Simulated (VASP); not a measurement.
# TaN (R-3m) in VASP: further runs

TaN is run at these levels: PBE; tasks: single point.

All numbers are computed with VASP 6.6.1; they aren't measurements. Logs are shortened: lines on timing, memory, paths and dates and some standing lists are left out, and cuts for length are marked.

## Step 1: The cell of the first run

The structure is trigonal, space group R-3m (No. 166). The conventional cell has a = 3.654 Å, b = 3.654 Å, c = 5.370 Å, α = 90.00°, β = 90.00°, γ = 120.00°. Ta (site symmetry -3m) has 8 N at 2.29 to 2.68 Å and 6 Ta at 2.77 Å within 3.0 Å. Within 3.0 Å of N (site symmetry -3m) lie 8 Ta at 2.29 to 2.68 Å and 6 N at 2.77 Å.

## Step 2: Single point, PBE

INCAR reads:

```
  PREC = Accurate
  ENCUT = 520
  EDIFF = 1E-7
  ISMEAR = 0
  SIGMA = 0.15
  LREAL = False
  LASPH = True
  NELM = 80
  ALGO = Normal
  ISIF = 2
  LWAVE = False
  LCHARG = True
  GGA = PE
  LELF = True
  LVHAR = True
  NBANDS = 15
```

KPOINTS reads:

```
regular mesh
0
Gamma
  20 20 20
```

POSCAR reads:

```
TaN
1.0
   -0.6889307120      1.8945594581      1.8945594581
    1.8945594581     -0.6889307120      1.8945594581
    1.8945594581      1.8945594581     -0.6889307120
Ta N
1 1
Direct
    0.5000000000      0.5000000000      0.5000000000
    0.0000000000      0.0000000000      0.0000000000
```

Potentials or basis: VASP PAW PBE potentials, release 64 (Ta_pv, N).

On the command line:

```
cat potpaw_PBE.64/Ta_pv/POTCAR potpaw_PBE.64/N/POTCAR > POTCAR
mpirun -np 1 vasp_std > vasp.out
```

OUTCAR:

```text
PREC = Accurate
   ENCUT = 520
   EDIFF = 1E-7
   ISMEAR = 0
   LREAL = False
   LASPH = True
   NELM = 80
   ISIF = 2
   GGA = PE

 ion  position               nearest neighbor table
   1  0.500  0.500  0.500-   2 2.29   2 2.29   2 2.29   2 2.29   2 2.29   2 2.29   2 2.68   2 2.68

   2  0.000  0.000  0.000-   1 2.29   1 2.29   1 2.29   1 2.29   1 2.29   1 2.29   1 2.68   1 2.68

  LATTYP: Found a trigonal (rhomboedric) cell.
 ALAT       =     2.7664664477
 COS(alpha) =     0.1279069768

  Lattice vectors:

 A1 = (  -0.6889307120,   1.8945594581,   1.8945594581)
 A2 = (   1.8945594581,  -0.6889307120,   1.8945594581)
 A3 = (   1.8945594581,   1.8945594581,  -0.6889307120)

Analysis of symmetry for initial positions (statically):
=====================================================================
 Subroutine PRICEL returns:
 Original cell was already a primitive cell.

 Routine SETGRP: Setting up the symmetry group for a
 trigonal (rhombohedral) supercell.

 Subroutine GETGRP returns: Found 12 space group operations
 (whereof 12 operations were pure point group operations)
 out of a pool of 12 trial point group operations.

The static configuration has the point symmetry D_3d.

Analysis of symmetry for dynamics (positions and initial velocities):
=====================================================================
 Subroutine PRICEL returns:
 Original cell was already a primitive cell.

 Routine SETGRP: Setting up the symmetry group for a
 trigonal (rhombohedral) supercell.

 Subroutine GETGRP returns: Found 12 space group operations
 (whereof 12 operations were pure point group operations)
 out of a pool of 12 trial point group operations.

The dynamic configuration has the point symmetry D_3d.

 Subroutine INISYM returns: Found 12 space group operations
 (whereof 12 operations are pure point group operations),
 and found     1 'primitive' translations

----------------------------------------------------------------------------------------

                                     Primitive cell

  volume of cell :      20.6920

  direct lattice vectors                    reciprocal lattice vectors
    -0.688930712  1.894559458  1.894559458    -0.150528496  0.236544779  0.236544779
     1.894559458 -0.688930712  1.894559458     0.236544779 -0.150528496  0.236544779
     1.894559458  1.894559458 -0.688930712     0.236544779  0.236544779 -0.150528496

  length of vectors
     2.766466448  2.766466448  2.766466448     0.366831968  0.366831968  0.366831968

  position of ions in fractional coordinates (direct lattice)
     0.500000000  0.500000000  0.500000000
     0.000000000  0.000000000  0.000000000

  ion indices of the primitive-cell ions
   primitive index   ion index
                 1           1
                 2           2

----------------------------------------------------------------------------------------

 KPOINTS: regular mesh

Automatic generation of k-mesh.
 Grid dimensions read from file:
 generate k-points for:   20   20   20

 Generating k-lattice:

  Cartesian coordinates                     Fractional coordinates (reciprocal lattice)
    -0.007526425  0.011827239  0.011827239     0.050000000  0.000000000  0.000000000
     0.011827239 -0.007526425  0.011827239     0.000000000  0.050000000  0.000000000
     0.011827239  0.011827239 -0.007526425     0.000000000  0.000000000  0.050000000

  Length of vectors
     0.018341598  0.018341598  0.018341598

  Shift w.r.t. Gamma in fractional coordinates (k-lattice)
     0.000000000  0.000000000  0.000000000

 Subroutine IBZKPT returns following result:
 ===========================================

 Found    781 irreducible k-points:

 Following reciprocal coordinates:
            Coordinates               Weight
  0.000000  0.000000  0.000000      1.000000
  0.050000  0.000000  0.000000      6.000000
  0.100000  0.000000 -0.000000      6.000000
  0.150000 -0.000000 -0.000000      6.000000
  0.200000  0.000000 -0.000000      6.000000
  0.250000  0.000000  0.000000      6.000000
[... 16 lines left out ...]
 -0.400000  0.050000 -0.000000     12.000000
 -0.350000  0.050000 -0.000000     12.000000
 [... further k-points ...]
   k-points           NKPTS =    781   k-points in BZ     NKDIM =    781   number of bands    NBANDS=     15
   number of dos      NEDOS =    301   number of ions     NIONS =      2
   total plane-waves  NPLWV =  13824
   dimension x,y,z NGX =    24 NGY =   24 NGZ =   24
   dimension x,y,z NGXF=    48 NGYF=   48 NGZF=   48
   ions per type =               1   1
   NGX,Y,Z   is equivalent  to a cutoff of  14.42, 14.42, 14.42 a.u.
   NGXF,Y,Z  is equivalent  to a cutoff of  28.84, 28.84, 28.84 a.u.
 SYSTEM =  unknown system
   PREC   = accura    normal or accurate (medium, high low for compatibility)
   ISTART =      0    job   : 0-new  1-cont  2-samecut
   ICHARG =      2    charge: 1-file 2-atom 10-const
   ISPIN  =      1    spin polarized calculation?
   LNONCOLLINEAR =      F non collinear calculations
   LSORBIT =      F    spin-orbit coupling
   LASPH  =      T    aspherical Exc in radial PAW
   ENCUT  =  520.0 eV  38.22 Ry    6.18 a.u.   5.14  5.14  5.14*2*pi/ulx,y,z
   NELM   =     80;   NELMIN=  2; NELMDL= -5     # of ELM steps
   EDIFF  = 0.1E-06   stopping-criterion for ELM
   LREAL  =      F    real-space projection
   EDIFFG = 0.1E-05   stopping-criterion for IOM
   NSW    =      0    number of steps for IOM
   IBRION =     -1    ionic relax: 0-MD 1-quasi-New 2-CG
   NFREE  =      0    steps in history (QN), initial steepest desc. (CG)
   ISIF   =      2    stress and relaxation
   ISYM   =      2    0-nonsym 1-usesym 2-fastsym
   POTIM  = 0.5000    time-step for ionic-motion
   TEBEG  =    0.0;   TEEND  =   0.0 temperature during run
   PSTRESS=    0.0 pullay stress
   NELECT =      16.0000    total number of electrons
   NUPDOWN=      -1.0000    fix difference up-down
   EMIN   =  10.00;   EMAX   =-10.00  energy-range for DOS
   EFERMI =   0.00;   METHOD = LEGACY
   ISMEAR =     0;   SIGMA  =   0.15  broadening in eV -4-tet -1-fermi 0-gaus
   EFERMI_NEDOS =   21; number of points for ismear=-14 and -15
   IALGO  =     38    algorithm
   IMIX   =      4    mixing-type and parameters
     AMIX     =   0.40;   BMIX     =  1.00
     AMIX_MAG =   1.60;   BMIX_MAG =  1.00
  volume/ion in A,a.u.               =      10.35        69.82
  Fermi-wavevector in a.u.,A,eV,Ry     =   1.502615  2.839530 30.719922  2.257851
  Thomas-Fermi vector in A             =   2.613832
   LORBIT       =      0    0 simple, 1 ext, 2 COOP (PROOUT), +10 PAW based schemes
   GGA     = PE    functional components
   LHFCALC =     F    Hartree Fock is set to
   AEXX    =    0.0000 exact exchange contribution
   IVDW    =     0    specifies the selected vdW correction
   LEPSILON=     F    determine dielectric tensor
   LRPA    =     F    only Hartree local field effects (RPA)
 non-spin polarized calculation
 Gauss-broadening in eV      SIGMA  =   0.15
  energy-cutoff  :      520.00
  volume of cell :       20.69
 maximum number of plane-waves:       570
 NGX is ok and might be reduce to    24

 number of electron      15.9999997 magnetization

 Free energy of the ion-electron system (eV)
  ---------------------------------------------------
  ext. energy  EPLUGINS =         0.00000000
  ---------------------------------------------------
  free energy    TOTEN  =       -20.77485071 eV

  energy without entropy =      -20.76928767  energy(sigma->0) =      -20.77206919

 E-fermi :   9.0456     XC(G=0): -13.6352

 val. band max:        9.0367514205   @ k =  -0.4000  -0.4000   0.2500
 cond. band min:       9.0527532701   @ k =  -0.2000  -0.2000   0.1000
 fundamental gap:      0.0160018496
 Fermi energy:         9.0456383448

 k-point     1 :       0.0000    0.0000    0.0000
  band No.  band energies     occupation
      1     -25.9320      2.00000
      2     -25.9320      2.00000
      3     -25.8562      2.00000
      4      -8.9942      2.00000
      5       4.7639      2.00000
      6       4.7639      2.00000
      7       6.4376      2.00000
      8       6.4376      2.00000
      9       6.9401      2.00000
     10      10.3687      0.00000
     11      12.4298      0.00000
     12      12.4298      0.00000
     13      14.9170      0.00000
     14      22.1112      0.00000
     15      25.5191      0.00000

 k-point     2 :       0.0500    0.0000    0.0000
  band No.  band energies     occupation
      1     -25.9554      2.00000
      2     -25.9292      2.00000
      3     -25.8636      2.00000
      4      -8.9402      2.00000
      5       4.6595      2.00000
      6       4.7642      2.00000
      7       6.3708      2.00000
      8       6.4437      2.00000
      9       6.9043      2.00000
     10      10.5121      0.00000
     11      12.4990      0.00000
     12      12.5397      0.00000
     13      14.9125      0.00000
     14      22.1111      0.00000
     15      25.4823      0.00000

 k-point     3 :       0.1000    0.0000   -0.0000
  band No.  band energies     occupation
      1     -26.0399      2.00000
      2     -25.9209      2.00000
      3     -25.8675      2.00000
      4      -8.7817      2.00000
      5       4.2872      2.00000
      6       4.7486      2.00000
      7       6.2109      2.00000
      8       6.4989      2.00000
      9       6.9130      2.00000
     10      10.8391      0.00000
     11      12.6953      0.00000
     12      12.8443      0.00000
     13      14.9264      0.00000
     14      22.1110      0.00000
     15      25.3083      0.00000
[... 343 lines left out ...]
 k-point    23 :      -0.4000    0.0500   -0.0000
  band No.  band energies     occupation
      1     -27.0204      2.00000
      2     -25.8513      2.00000
      3     -25.8102      2.00000
      4      -6.5341      2.00000
      5      -0.0749      2.00000
      6       3.3892      2.00000
      7       5.4289      2.00000
      8       6.7669      2.00000
      9      10.8012      0.00000
     10      12.9722      0.00000
     11      14.7985      0.00000
     12      15.5447      0.00000
     13      17.0511      0.00000
     14      19.7810      0.00000
     15      21.8377      0.00000

 k-point    24 :      -0.3500    0.0500   -0.0000
  band No.  band energies     occupation
      1     -26.8954      2.00000
      2     -25.8653      2.00000
      3     -25.8204      2.00000
      4      -6.8888      2.00000
      5       0.4974      2.00000
      6       3.5724      2.00000
      7       5.4941      2.00000
      8       6.6800      2.00000
      9      10.7038      0.00000
     10      11.9253      0.00000
     11      14.5759      0.00000
     12      15.2201      0.00000
     13      16.7949      0.00000
     14      20.3656      0.00000
     15      22.0876      0.00000

 [... further k-points ...]
[... 5 lines left out ...]
  --------------------------------------------------------------------------------------
  -------------------------------------------------------------------------------------
  Total        1.0733248      1.0733248      1.0733248      0.0928584      0.0928584      0.0928584
  in kB       83.1074723     83.1074723     83.1074723      7.1900196      7.1900196      7.1900196
  external PRESSURE =      83.1074723 kB  Pullay stress =       0.0000000 kB

 VOLUME and BASIS-vectors are now :
 -----------------------------------------------------------------------------
  energy-cutoff  :      520.00
  volume of cell :       20.69
      direct lattice vectors                 reciprocal lattice vectors
    -0.688930712  1.894559458  1.894559458    -0.150528496  0.236544779  0.236544779
     1.894559458 -0.688930712  1.894559458     0.236544779 -0.150528496  0.236544779
     1.894559458  1.894559458 -0.688930712     0.236544779  0.236544779 -0.150528496

 POSITION                                       TOTAL-FORCE (eV/Angst)
 -----------------------------------------------------------------------------------
      1.55009      1.55009      1.55009        -0.000000      0.000000     -0.000000
      0.00000      0.00000      0.00000         0.000000     -0.000000      0.000000
 -----------------------------------------------------------------------------------
    total drift:                               -0.000000     -0.000000      0.000000

  FREE ENERGIE OF THE ION-ELECTRON SYSTEM (eV)
  ---------------------------------------------------
  free  energy   TOTEN  =       -20.7748507066 eV

  energy  without entropy=      -20.7692876699  energy(sigma->0) =      -20.77206919
```

Run time: 3.5 min. Hardware: 1 thread of AMD EPYC 9R45 (Zen 5), shared host; peak memory 0.31 GiB.

What came out:

- Free energy: -20.7749 eV
- Pressure: 8.3 GPa
- Band gap on the k mesh: zero (band 8 reaches 13.76 eV, above the bottom of band 9 at 6.25 eV)

Caveat: spin-orbit coupling is left out, which moves the levels of the heavy elements.

## Step 3: Single point, PBE

This run uses another cell than the first one, of the same volume but with other edges.

INCAR reads:

```
SYSTEM = TaN
PREC     = Accurate       ! precision mode
ENCUT    = 520            ! plane-wave cutoff, eV
EDIFF    = 1E-7           ! SCF threshold, eV
ISMEAR   = 0              ! smearing method
SIGMA    = 0.15           ! smearing width, eV
LREAL    = .False.        ! projectors in reciprocal space
LASPH    = .True.         ! aspherical terms in the spheres
NELM     = 80             ! most SCF steps
ALGO     = Normal         ! electronic algorithm
ISIF     = 2              ! what is computed and relaxed
LWAVE    = .False.        ! write WAVECAR
LCHARG   = .True.         ! write CHGCAR
GGA      = PE             ! functional
LELF     = .True.         ! ELF
LVHAR    = .True.       
NBANDS   = 15             ! bands
```

KPOINTS reads:

```
regular mesh
0
Gamma
  20 20 20
  0 0 0
```

POSCAR reads:

```
TaN
1.0
   -0.2300298811      2.0702689302      2.0702689302
    2.0702689302     -0.2300298811      2.0702689302
    2.0702689302      2.0702689302     -0.2300298811
Ta N
1 1
Direct
    0.5000000000      0.5000000000      0.5000000000
    0.0000000000      0.0000000000      0.0000000000
```

Potentials or basis: VASP PAW PBE potentials, release 64 (Ta_pv, N).

On the command line:

```
cat potpaw_PBE.64/Ta_pv/POTCAR potpaw_PBE.64/N/POTCAR > POTCAR
mpirun -np 1 vasp_std > vasp.out
```

Run time: 3.4 min. Hardware: 1 thread of AMD EPYC 9R45 (Zen 5), shared host; peak memory 0.31 GiB.

It converged, with:

| Quantity | Value |
| --- | --- |
| Free energy | -21.6035 eV |
| Pressure | 16.2 GPa |
| Band gap on the k mesh | zero (band 8 reaches 12.44 eV, above the bottom of band 9 at 6.62 eV) |

Stress tensor (GPa, compression positive):
```
16.23  9.66  9.66
 9.66 16.23  9.66
 9.66  9.66 16.23
```

Levels at points of the mesh, in eV from the Fermi level:
```csv
k point,band 4,band 5,band 6,band 7,band 8,band 9,band 10,band 11,band 12,band 13
"(0.00, 0.00, 0.00)",-18.81,-3.78,-3.78,-3.03,-3.02,-3.02,-0.73,0.66,0.66,2.95
"(0.50, 0.00, 0.00)",-15.74,-10.38,-7.78,-6.17,0.48,0.71,4.48,4.60,7.20,7.90
"(0.50, 0.50, 0.00)",-17.44,-6.50,-5.42,-4.88,-3.85,1.99,2.87,4.49,4.69,8.33
"(0.50, 0.50, 0.50)",-15.28,-10.17,-8.39,-8.39,2.80,3.35,3.35,3.85,8.59,8.59
```

Caveat: spin-orbit coupling is left out, which moves the levels of the heavy elements.

## Step 4: Single point, PBE

This run uses another cell than the first one, of the same volume but with other edges.

INCAR reads:

```
PREC = Accurate
ENCUT = 520
EDIFF = 1E-6
ISMEAR = 0
SIGMA = 0.15
LREAL = False
LASPH = True
NELM = 80
ALGO = Normal
ISIF = 2
LWAVE = False
LCHARG = True
GGA = PE
LELF = True
LVHAR = True
NBANDS = 15
```

KPOINTS reads:

```
regular mesh
0
Gamma
  20 20 20
```

POSCAR reads:

```
TaN
1.0
    0.2734023343      2.3239198412      2.3239198412
    2.3239198412      0.2734023343      2.3239198412
    2.3239198412      2.3239198412      0.2734023343
Ta N
1 1
Direct
    0.5000000000      0.5000000000      0.5000000000
    0.0000000000      0.0000000000      0.0000000000
```

On the command line:

```
cat potpaw_PBE.64/Ta_pv/POTCAR potpaw_PBE.64/N/POTCAR > POTCAR
mpirun -np 1 vasp_std > vasp.out
```

Wall time 4.5 min (1 thread of AMD EPYC 9R45 (Zen 5), shared host); peak memory 0.34 GiB.

The run converged. Its results:

- Free energy: -21.6312 eV
- Pressure: 17.1 GPa
- Band gap on the k mesh: zero (band 8 reaches 10.48 eV, above the bottom of band 9 at 8.22 eV)

Stress tensor (GPa, compression positive):
```
17.08 -6.31 -6.31
-6.31 17.08 -6.31
-6.31 -6.31 17.08
```

Levels at points of the mesh, in eV from the Fermi level:
```tsv
k point	band 5	band 6	band 7	band 8	band 9	band 10	band 11	band 12
(0.00, 0.00, 0.00)	-4.00	-3.80	-2.72	-2.72	-1.11	-1.11	1.17	1.17
(0.50, 0.00, 0.00)	-9.93	-8.27	-6.37	-0.33	4.27	4.47	4.67	8.04
(0.50, 0.50, 0.00)	-6.25	-5.27	-4.43	-3.53	2.29	3.20	4.61	4.92
(0.50, 0.50, 0.50)	-10.20	-5.86	-5.86	1.14	1.63	1.63	5.55	7.03
```

Caveat: spin-orbit coupling is left out, which moves the levels of the heavy elements.

## Step 5: Single point, PBE

This run uses another cell than the first one, of the same volume but with other edges.

INCAR reads:

```
SYSTEM = TaN
ALGO     = Normal         ! electronic algorithm
EDIFF    = 1E-7           ! SCF threshold, eV
ENCUT    = 520            ! plane-wave cutoff, eV
GGA      = PE             ! functional
ISIF     = 2              ! what is computed and relaxed
ISMEAR   = 0              ! smearing method
LASPH    = .True.         ! aspherical terms in the spheres
LCHARG   = .False.        ! write CHGCAR
LREAL    = .False.        ! projectors in reciprocal space
LWAVE    = .False.        ! write WAVECAR
NBANDS   = 15             ! bands
NELM     = 100            ! most SCF steps
PREC     = Accurate       ! precision mode
SIGMA    = 0.15           ! smearing width, eV
```

KPOINTS reads:

```
k-points
0
Gamma
  20 20 20
  0 0 0
```

POSCAR reads:

```
TaN
1.0
    0.8520159090      2.6777642855      2.6777642855
    2.6777642855      0.8520159090      2.6777642855
    2.6777642855      2.6777642855      0.8520159090
Ta N
1 1
Direct
    0.5000000000      0.5000000000      0.5000000000
    0.0000000000      0.0000000000      0.0000000000
```

On the command line:

```
cat potpaw_PBE.64/Ta_pv/POTCAR potpaw_PBE.64/N/POTCAR > POTCAR
mpirun -np 1 vasp_std > vasp.out
```

Wall time 5.7 min (1 thread of AMD EPYC 9R45 (Zen 5), shared host); peak memory 0.34 GiB.

It converged, with:

```yaml
Free_energy: -18.7944 eV
Pressure: 32.0 GPa
Band_gap_on_the_k_mesh: zero (band 8 reaches 8.22 eV, above the bottom of band 9 at 7.19 eV)
```

Stress tensor (GPa, compression positive):
```
 31.99 -62.92 -62.92
-62.92  31.99 -62.92
-62.92 -62.92  31.99
```

Levels at points of the mesh, in eV from the Fermi level:
```
           k point  band 6  band 7  band 8  band 9  band 10  band 11
(0.00, 0.00, 0.00)   -3.61    0.20    0.20    1.23     1.23     5.19
(0.50, 0.00, 0.00)   -7.40   -3.12   -1.82    6.77     6.91     7.04
(0.50, 0.50, 0.00)   -4.99   -2.65   -0.08    0.39     3.59     4.10
(0.50, 0.50, 0.50)   -2.34   -1.15   -1.15    2.36     2.36     6.84
```

Caveat: spin-orbit coupling is left out, which moves the levels of the heavy elements.

## Step 6: The runs side by side

```tsv
cell	gap on the mesh (eV)	pressure (GPa)
a = 2.766 Å, angles 82.7°, 2 atoms	none	8.3
a = 2.937 Å, angles 67.3°, 2 atoms	none	16.2
a = 3.298 Å, angles 52.2°, 2 atoms	none	17.1
a = 3.882 Å, angles 38.9°, 2 atoms	none	32.0
```

Alike in all rows: task single point; level PBE; potentials or basis VASP PAW PBE potentials, release 64 (Ta_pv, N); no spin polarisation; k mesh 20 × 20 × 20; cutoff (eV) 520; smearing gaussian 0.15 eV.

Caveats: spin-orbit coupling is left out, which moves the levels of the heavy elements.

Absolute energies hang on the potentials; compare differences alone.
